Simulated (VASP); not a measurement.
AlSn: single point with PBE

AlSn:

```xyz
2
Lattice="4.2351 0.0000 0.0000 -2.1175 3.6677 0.0000 0.0000 0.0000 3.3360" Properties=species:S:1:pos:R:3 pbc="T T T"
Al    0.0000    0.0000    0.0000
Sn    0.0000    2.4451    1.6680
```

- Program: VASP 6.6.1
- Task: single point
- Functional: PBE
- Potentials or basis: VASP PAW PBE potentials, release 64 (Al, Sn_d)
- Cutoff: 520 eV
- k mesh: 8 × 8 × 9
- Occupations: methfessel-paxton, width 0.1 eV
- Spin: no spin polarisation
- Dipole correction: no
- Further INCAR settings: ALGO = Normal; EDIFF = 1e-06; NBANDS = 16

- Pressure: -1.3 GPa
- Band gap on the k mesh: zero (an odd number of electrons rules out a gap without spin polarisation)

Stress tensor (GPa, compression positive):
```
-0.54  0.00  0.00
 0.00 -0.54  0.00
 0.00  0.00 -2.86
```

Levels at points of the mesh, in eV from the Fermi level:
| k point | band 4 | band 5 | band 6 | band 7 | band 8 | band 9 | band 10 | band 11 | band 12 | band 13 |
| --- | --- | --- | --- | --- | --- | --- | --- | --- | --- | --- |
| (0.00, 0.00, 0.00) | -21.31 | -21.31 | -10.34 | -0.26 | -0.26 | 0.48 | 2.49 | 3.06 | 3.06 | 5.10 |
| (0.50, 0.00, 0.00) | -21.32 | -21.30 | -8.57 | -6.27 | -1.83 | 0.54 | 4.26 | 6.31 | 6.99 | 7.71 |

It took 48 s on 1 thread of Intel Xeon 8259CL (shared host), peak memory 0.19 GiB.

Caveat: spin-orbit coupling is left out, which moves the levels of the heavy elements.
